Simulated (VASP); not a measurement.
A run of VASP 6.6.1:

The input INCAR:

```
PREC = Accurate
ENCUT = 520
EDIFF = 1E-6
ISMEAR = 0
SIGMA = 0.1
LREAL = F
LASPH = T
NELM = 80
ALGO = Normal
ISIF = 2
LWAVE = F
LCHARG = F
LDIPOL = T
IDIPOL = 3
DIPOL = 0.5 0.5 0.500
GGA = PE
NBANDS = 24
```

Contents of KPOINTS:

```
regular mesh
0
Gamma
  13 13 1
```

The input POSCAR:

```
Ta
1.0
    2.8741561407      0.0000000000      0.0000000000
   -0.9580520469      2.7097803964      0.0000000000
    0.0000000000      0.0000000000     19.6934773239
Ta
3
Direct
    0.5000000000      0.5000000000      0.3808367551
    0.0000000000      0.0000000000      0.5000000000
    0.5000000000      0.5000000000      0.6191632449
```

Potentials or basis: VASP PAW PBE potentials, release 64 (Ta_pv).

The run is started by

```bash
$ cat potpaw_PBE.64/Ta_pv/POTCAR > POTCAR
$ mpirun -np 1 vasp_std > vasp.out
```

Hardware: 1 thread of Intel Xeon 6975P-C (shared host).

Question: Estimate the wall time of this run.

Answer: It took 3.9 min on 1 thread of Intel Xeon 6975P-C (shared host), peak memory 0.36 GiB. Counts: scf iterations 23, k points 49.
